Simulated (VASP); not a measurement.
# BP (F-43m) in VASP: single point with r2SCAN

Aim: the single point of BP with r2SCAN.

Program: VASP 6.6.1. These are calculated values, not measurements. Logs are shortened: lines on timing, memory, paths and dates and some standing lists are left out, and cuts for length are marked.

### 1 The cell of the first run

Symmetry: F-43m, No. 216, cubic system. Conventional cell: a = 4.537 Å, b = 4.537 Å, c = 4.537 Å, α = 90.00°, β = 90.00°, γ = 90.00°. B (site symmetry -43m) has 4 P at 1.96 Å within 2.6 Å. Within 2.6 Å of P (site symmetry -43m) lie 4 B at 1.96 Å.

### 2 Single point, r2SCAN

POSCAR reads:

```
BP
1.0
    0.0000000000      2.2683156724      2.2683156724
    2.2683156724      0.0000000000      2.2683156724
    2.2683156724      2.2683156724      0.0000000000
B P
1 1
Direct
    0.0000000000      0.0000000000      0.0000000000
    0.2500000000      0.2500000000      0.2500000000
```

INCAR.step1 reads:

```
  ALGO = Normal
  EDIFF = 1E-5
  ENCUT = 550
  GGA = PE
  GGA_COMPAT = False
  ISMEAR = 0
  LASPH = True
  LCHARG = False
  LREAL = False
  LWAVE = True
  NBANDS = 11
  NELM = 120
  PREC = Accurate
  SIGMA = 0.01
```

INCAR.step2 reads:

```
  ALGO = Normal
  EDIFF = 1E-6
  ENCUT = 550
  GGA_COMPAT = False
  ISIF = 2
  ISMEAR = 0
  ISTART = 1
  LASPH = True
  LCHARG = False
  LMIXTAU = True
  LREAL = False
  LWAVE = False
  METAGGA = R2SCAN
  NBANDS = 11
  NELM = 120
  PREC = Accurate
  SIGMA = 0.01
```

KPOINTS reads:

```
k-points
0
Gamma
  8 8 8
```

Potentials or basis: VASP PAW PBE potentials, release 64 (B, P).

Run with:

```
$ cat potpaw_PBE.64/B/POTCAR potpaw_PBE.64/P/POTCAR > POTCAR
$ cp INCAR.step1 INCAR
$ mpirun -np 1 vasp_std > vasp.out
$ cp INCAR.step2 INCAR
$ mpirun -np 1 vasp_std > vasp.out
```

OUTCAR:

```text
EDIFF = 1E-6
   ENCUT = 550
   ISIF = 2
   ISMEAR = 0
   ISTART = 1
   LASPH = True
   LREAL = False
   METAGGA = R2SCAN
   NELM = 120
   PREC = Accurate

 ion  position               nearest neighbor table
   1  0.000  0.000  0.000-   2 1.96   2 1.96   2 1.96   2 1.96
   2  0.250  0.250  0.250-   1 1.96   1 1.96   1 1.96   1 1.96

  LATTYP: Found a face centered cubic cell.
 ALAT       =     4.5366313448

  Lattice vectors:

 A1 = (   0.0000000000,   2.2683156724,   2.2683156724)
 A2 = (   2.2683156724,   0.0000000000,   2.2683156724)
 A3 = (   2.2683156724,   2.2683156724,   0.0000000000)

Analysis of symmetry for initial positions (statically):
=====================================================================
 Subroutine PRICEL returns:
 Original cell was already a primitive cell.

 Routine SETGRP: Setting up the symmetry group for a
 face centered cubic supercell.

 Subroutine GETGRP returns: Found 24 space group operations
 (whereof 24 operations were pure point group operations)
 out of a pool of 48 trial point group operations.

The static configuration has the point symmetry T_d .

Analysis of symmetry for dynamics (positions and initial velocities):
=====================================================================
 Subroutine PRICEL returns:
 Original cell was already a primitive cell.

 Routine SETGRP: Setting up the symmetry group for a
 face centered cubic supercell.

 Subroutine GETGRP returns: Found 24 space group operations
 (whereof 24 operations were pure point group operations)
 out of a pool of 48 trial point group operations.

The dynamic configuration has the point symmetry T_d .

 Subroutine INISYM returns: Found 24 space group operations
 (whereof 24 operations are pure point group operations),
 and found     1 'primitive' translations

----------------------------------------------------------------------------------------

                                     Primitive cell

  volume of cell :      23.3421

  direct lattice vectors                    reciprocal lattice vectors
     0.000000000  2.268315672  2.268315672    -0.220427873  0.220427873  0.220427873
     2.268315672  0.000000000  2.268315672     0.220427873 -0.220427873  0.220427873
     2.268315672  2.268315672  0.000000000     0.220427873  0.220427873 -0.220427873

  length of vectors
     3.207882788  3.207882788  3.207882788     0.381792276  0.381792276  0.381792276

  position of ions in fractional coordinates (direct lattice)
     0.000000000  0.000000000  0.000000000
     0.250000000  0.250000000  0.250000000

  ion indices of the primitive-cell ions
   primitive index   ion index
                 1           1
                 2           2

----------------------------------------------------------------------------------------

 KPOINTS: k-points

Automatic generation of k-mesh.
 Grid dimensions read from file:
 generate k-points for:    8    8    8

 Generating k-lattice:

  Cartesian coordinates                     Fractional coordinates (reciprocal lattice)
    -0.027553484  0.027553484  0.027553484     0.125000000  0.000000000  0.000000000
     0.027553484 -0.027553484  0.027553484     0.000000000  0.125000000  0.000000000
     0.027553484  0.027553484 -0.027553484     0.000000000  0.000000000  0.125000000

  Length of vectors
     0.047724035  0.047724035  0.047724035

  Shift w.r.t. Gamma in fractional coordinates (k-lattice)
     0.000000000  0.000000000  0.000000000

 Subroutine IBZKPT returns following result:
 ===========================================

 Found     29 irreducible k-points:

 Following reciprocal coordinates:
            Coordinates               Weight
  0.000000  0.000000  0.000000      1.000000
  0.125000  0.000000  0.000000      8.000000
  0.250000  0.000000  0.000000      8.000000
  0.375000  0.000000  0.000000      8.000000
  0.500000  0.000000  0.000000      4.000000
  0.125000  0.125000  0.000000      6.000000
[... 16 lines left out ...]
  0.500000  0.250000  0.125000     48.000000
 -0.375000  0.250000  0.125000     24.000000
 [... further k-points ...]
   k-points           NKPTS =     29   k-points in BZ     NKDIM =     29   number of bands    NBANDS=     11
   number of dos      NEDOS =    301   number of ions     NIONS =      2
   total plane-waves  NPLWV =  21952
   dimension x,y,z NGX =    28 NGY =   28 NGZ =   28
   dimension x,y,z NGXF=    56 NGYF=   56 NGZF=   56
   ions per type =               1   1
   NGX,Y,Z   is equivalent  to a cutoff of  14.51, 14.51, 14.51 a.u.
   NGXF,Y,Z  is equivalent  to a cutoff of  29.02, 29.02, 29.02 a.u.
 SYSTEM =  unknown system
   PREC   = accura    normal or accurate (medium, high low for compatibility)
   ISTART =      1    job   : 0-new  1-cont  2-samecut
   ICHARG =      0    charge: 1-file 2-atom 10-const
   ISPIN  =      1    spin polarized calculation?
   LNONCOLLINEAR =      F non collinear calculations
   LSORBIT =      F    spin-orbit coupling
   LASPH  =      T    aspherical Exc in radial PAW
   ENCUT  =  550.0 eV  40.42 Ry    6.36 a.u.   6.13  6.13  6.13*2*pi/ulx,y,z
   NELM   =    120;   NELMIN=  2; NELMDL=  0     # of ELM steps
   EDIFF  = 0.1E-05   stopping-criterion for ELM
   LREAL  =      F    real-space projection
[... 7 lines left out ...]
   TEBEG  =    0.0;   TEEND  =   0.0 temperature during run
   PSTRESS=    0.0 pullay stress
   NELECT =       8.0000    total number of electrons
   NUPDOWN=      -1.0000    fix difference up-down
   EMIN   =  10.00;   EMAX   =-10.00  energy-range for DOS
   EFERMI =   0.00;   METHOD = LEGACY
   ISMEAR =     0;   SIGMA  =   0.01  broadening in eV -4-tet -1-fermi 0-gaus
   EFERMI_NEDOS =   21; number of points for ismear=-14 and -15
   IALGO  =     38    algorithm
   IMIX   =      4    mixing-type and parameters
     AMIX     =   0.40;   BMIX     =  1.00
     AMIX_MAG =   1.60;   BMIX_MAG =  1.00
  volume/ion in A,a.u.               =      11.67        78.76
  Fermi-wavevector in a.u.,A,eV,Ry     =   1.145666  2.164995 17.858333  1.312550
  Thomas-Fermi vector in A             =   2.282353
   LORBIT       =      0    0 simple, 1 ext, 2 COOP (PROOUT), +10 PAW based schemes
   METAGGA = R2SCAN    functional components
   LHFCALC =     F    Hartree Fock is set to
   AEXX    =    0.0000 exact exchange contribution
   IVDW    =     0    specifies the selected vdW correction
   LEPSILON=     F    determine dielectric tensor
   LRPA    =     F    only Hartree local field effects (RPA)
 non-spin polarized calculation
 Gauss-broadening in eV      SIGMA  =   0.01
  energy-cutoff  :      550.00
  volume of cell :       23.34
 maximum number of plane-waves:       701
 NGX is ok and might be reduce to    28
   NGX = 13   NGY = 13   NGZ = 13

 number of electron       8.0000000 magnetization

 Free energy of the ion-electron system (eV)
  ---------------------------------------------------
  ext. energy  EPLUGINS =         0.00000000
  ---------------------------------------------------
  free energy    TOTEN  =       -17.31052249 eV

  energy without entropy =      -17.31052249  energy(sigma->0) =      -17.31052249

 E-fermi :   7.5527     XC(G=0): -11.5046

 val. band max:        7.4000785956   @ k =   0.0000   0.0000   0.0000
 cond. band min:       8.8761832848   @ k =   0.3750   0.3750   0.0000
 fundamental gap:      1.4761046892
 Fermi energy:         7.5526547168

 k-point     1 :       0.0000    0.0000    0.0000
  band No.  band energies     occupation
      1      -8.8673      2.00000
      2       7.4001      2.00000
      3       7.4001      2.00000
      4       7.4001      2.00000
      5      11.0420      0.00000
      6      11.0420      0.00000
      7      11.0420      0.00000
      8      15.4254      0.00000
      9      19.8109      0.00000
     10      20.0494      0.00000
     11      20.0494      0.00000

 k-point     2 :       0.1250    0.0000    0.0000
  band No.  band energies     occupation
      1      -8.5717      2.00000
      2       5.4473      2.00000
      3       6.9469      2.00000
      4       6.9469      2.00000
      5      11.6486      0.00000
      6      11.6725      0.00000
      7      11.6725      0.00000
      8      16.2457      0.00000
      9      19.1504      0.00000
     10      19.1504      0.00000
     11      20.6774      0.00000

 k-point     3 :       0.2500    0.0000    0.0000
  band No.  band energies     occupation
      1      -7.7046      2.00000
      2       2.2988      2.00000
      3       6.2156      2.00000
      4       6.2156      2.00000
      5      11.7610      0.00000
      6      12.4922      0.00000
      7      12.4922      0.00000
      8      17.7958      0.00000
      9      18.9169      0.00000
     10      18.9169      0.00000
     11      21.3385      0.00000

 k-point     4 :       0.3750    0.0000    0.0000
  band No.  band energies     occupation
      1      -6.3778      2.00000
      2      -0.5683      2.00000
      3       5.7081      2.00000
      4       5.7081      2.00000
      5      11.6137      0.00000
      6      12.5462      0.00000
      7      12.5462      0.00000
      8      18.3752      0.00000
      9      20.7116      0.00000
     10      20.7116      0.00000
     11      22.1761      0.00000
[... 239 lines left out ...]
 k-point    22 :       0.3750    0.2500    0.1250
  band No.  band energies     occupation
      1      -6.9426      2.00000
      2       2.1870      2.00000
      3       3.4128      2.00000
      4       5.3106      2.00000
      5      11.1633      0.00000
      6      13.8228      0.00000
      7      14.0720      0.00000
      8      15.4499      0.00000
      9      19.7040      0.00000
     10      22.1789      0.00000
     11      24.0482      0.00000

 k-point    23 :       0.5000    0.2500    0.1250
  band No.  band energies     occupation
      1      -5.6456      2.00000
      2      -0.0914      2.00000
      3       2.7212      2.00000
      4       4.5039      2.00000
      5      11.8600      0.00000
      6      13.2580      0.00000
      7      15.2580      0.00000
      8      16.3060      0.00000
      9      20.6866      0.00000
     10      21.5980      0.00000
     11      25.5034      0.00000

 k-point    24 :      -0.3750    0.2500    0.1250
  band No.  band energies     occupation
      1      -4.6692      2.00000
      2      -1.5139      2.00000
      3       2.6341      2.00000
      4       4.1176      2.00000
      5      11.9602      0.00000
      6      12.9621      0.00000
      7      16.3038      0.00000
      8      17.9158      0.00000
      9      18.4921      0.00000
     10      22.7122      0.00000
     11      25.2115      0.00000

 [... further k-points ...]
[... 5 lines left out ...]
  --------------------------------------------------------------------------------------
  -------------------------------------------------------------------------------------
  Total       -0.0743604     -0.0743604     -0.0743604      0.0000000      0.0000000      0.0000000
  in kB       -5.1040154     -5.1040154     -5.1040154      0.0000000      0.0000000      0.0000000
  external PRESSURE =      -5.1040154 kB  Pullay stress =       0.0000000 kB

 VOLUME and BASIS-vectors are now :
 -----------------------------------------------------------------------------
  energy-cutoff  :      550.00
  volume of cell :       23.34
      direct lattice vectors                 reciprocal lattice vectors
     0.000000000  2.268315672  2.268315672    -0.220427873  0.220427873  0.220427873
     2.268315672  0.000000000  2.268315672     0.220427873 -0.220427873  0.220427873
     2.268315672  2.268315672  0.000000000     0.220427873  0.220427873 -0.220427873

 POSITION                                       TOTAL-FORCE (eV/Angst)
 -----------------------------------------------------------------------------------
      0.00000      0.00000      0.00000         0.000000      0.000000      0.000000
      1.13416      1.13416      1.13416        -0.000000     -0.000000     -0.000000
 -----------------------------------------------------------------------------------
    total drift:                               -0.000000     -0.000000     -0.000000

  FREE ENERGIE OF THE ION-ELECTRON SYSTEM (eV)
  ---------------------------------------------------
  free  energy   TOTEN  =       -17.3105224859 eV

  energy  without entropy=      -17.3105224859  energy(sigma->0) =      -17.31052249
```

It took 84 s on 1 thread of Intel Xeon 8259CL, shared host; peak memory 0.15 GiB.

What came out:

```yaml
Free_energy: -17.3105 eV
Pressure: -0.5 GPa
Band_gap_on_the_k_mesh: 1.48 eV, indirect (least direct gap 3.64 eV)
```

Levels at points of the mesh, in eV from the valence-band top:
| k point | band 1 | band 2 | band 3 | band 4 | band 5 | band 6 | band 7 | band 8 |
| --- | --- | --- | --- | --- | --- | --- | --- | --- |
| (0.00, 0.00, 0.00) | -16.27 | 0.00 | 0.00 | 0.00 | 3.64 | 3.64 | 3.64 | 8.03 |
| (0.50, 0.00, 0.00) | -12.77 | -9.51 | -1.87 | -1.87 | 4.14 | 5.03 | 5.03 | 10.92 |
| (0.50, 0.50, 0.00) | -11.10 | -9.13 | -4.35 | -4.35 | 1.54 | 1.91 | 13.07 | 13.07 |

Caveat: the PAW data sets were made with another functional, which shifts forces and pressure a little. r2SCAN opens gaps a little over a GGA but as a rule still falls short of measured ones.
